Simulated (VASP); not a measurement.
A run of VASP 6.6.1 is set up as follows.

Contents of POSCAR:

```
SiC
1.0
    3.0776865764      0.0000000000      0.0000000000
   -1.5388432882      2.6653547600      0.0000000000
    0.0000000000      0.0000000000     23.8000000000
Si C
1 1
Direct
    0.3333333333      0.6666666667      0.2941176471
    0.6666666667      0.3333333333      0.2941176471
```

INCAR.step1

```
SYSTEM = SiC
PREC = Accurate
ENCUT = 580
ISMEAR = 0
SIGMA = 0.03
LREAL = .False.
LASPH = .True.
NELM = 120
LDIPOL = .True.
IDIPOL = 3
DIPOL = 0.5 0.5 0.294
NBANDS = 11
GGA = PE
ALGO = Normal
EDIFF = 1E-5
LWAVE = .True.
LCHARG = .False.
GGA_COMPAT = .False.
NELMDL = -8
```

Contents of INCAR.step2:

```
SYSTEM = SiC
PREC = Accurate
ENCUT = 580
EDIFF = 1E-6
ISMEAR = 0
SIGMA = 0.03
LREAL = .False.
LASPH = .True.
NELM = 120
ALGO = Normal
ISIF = 2
LWAVE = .False.
LCHARG = .True.
LDIPOL = .True.
IDIPOL = 3
DIPOL = 0.5 0.5 0.294
METAGGA = R2SCAN
LMIXTAU = .True.
LUSE_VDW = .True.
IVDW_NL = 2
BPARAM = 11.95
CPARAM = 0.0093
LELF = .True.
LVHAR = .True.
LVACPOTAV = .True.
NBANDS = 11
ISTART = 1
GGA_COMPAT = .False.
```

KPOINTS

```
Automatic mesh
0
Gamma
  12 12 1
  0 0 0
```

Potentials or basis: VASP PAW PBE potentials, release 64 (Si, C).

Run with:

```console
$ cat potpaw_PBE.64/Si/POTCAR potpaw_PBE.64/C/POTCAR > POTCAR
$ cp INCAR.step1 INCAR
$ mpirun -np 1 vasp_std > vasp.out
$ cp INCAR.step2 INCAR
$ mpirun -np 1 vasp_std > vasp.out
```

Problem. Predict the band gap on the k mesh.

Solution. 2.85 eV (least direct gap 2.90 eV).
